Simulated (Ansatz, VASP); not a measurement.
# One calculation of KBr, two programs

```
K Br
1.0
     3.89471    0.00000    0.00000
     0.00000    3.89471    0.00000
     0.00000    0.00000    3.89471
K Br
1 1
Direct
  0.00000 0.00000 0.00000
  0.50000 0.50000 0.50000
```

Alike in both runs: task single point; functional r2SCAN; k mesh 6 × 6 × 6; no spin polarisation.

|  | VASP | Ansatz |
| --- | --- | --- |
| version | VASP 6.6.1 | Ansatz 0.2.0 |
| potentials or method | VASP PAW PBE potentials, release 64 (K_sv, Br) | plane waves, PAW |
| plane-wave cutoff (eV) | 520 | 500 |
| occupations | gaussian, width 0.01 eV | fixed |
| valence electrons in the cell | 16 | 16 |

```csv
,VASP,Ansatz,Ansatz less VASP
gap on the k mesh at the Fermi level (eV),5.01,5.01,-0.004
pressure (GPa),1.4,1.4,0.00
```

VASP's potentials were made for PBE, not for r2SCAN.
